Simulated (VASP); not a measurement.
Set up this calculation in VASP 6.6.1, as the native input.

```yaml
Task: single point
Functional: PBE
Potentials_or_basis: VASP PAW PBE potentials, release 64 (Re)
Cutoff: 520 eV
k_mesh: 9 × 9 × 3
Occupations: fermi-dirac, width 0.05 eV
Spin: no spin polarisation
Dipole_correction: no
Further_INCAR_settings: ALGO = Normal; EDIFF = 1e-06; NBANDS = 22
```

The structure of Re lies in POSCAR:

```
Re
1.0
    2.7663873939      0.0000000000      0.0000000000
   -1.3831936969      2.3957617598      0.0000000000
    0.0000000000      0.0000000000      9.2963989664
Re
4
Direct
    0.6666666667      0.3333333333      0.7500000000
    0.0000000000      0.0000000000      0.5000000000
    0.3333333333      0.6666666667      0.2500000000
    0.0000000000      0.0000000000      0.0000000000
```

These files were run (other wordings do the same):

INCAR

```
PREC = Accurate ; ENCUT = 520
EDIFF = 1E-6 ; ISMEAR = -1
SIGMA = 0.05 ; LREAL = False
LASPH = True ; NELM = 80
ALGO = Normal ; ISIF = 2
LWAVE = False ; LCHARG = False
GGA = PE ; NBANDS = 22
```

KPOINTS

```
regular mesh
0
Gamma
  9 9 3
```

Potentials or basis: VASP PAW PBE potentials, release 64 (Re).

Launch:

```sh
$ cat potpaw_PBE.64/Re/POTCAR > POTCAR
$ mpirun -np 1 vasp_std > vasp.out
```

It gave:

| Property | Result |
| --- | --- |
| Pressure | -10.3 GPa |
| Band gap on the k mesh | zero (band 14 reaches 8.20 eV, above the bottom of band 15 at 6.28 eV) |

Caveat: spin-orbit coupling is left out, which moves the levels of the heavy elements.

Wall time 110 s on 1 thread of AMD EPYC 7R13 Processor (Zen 3), on a shared host, peak memory 0.16 GiB.
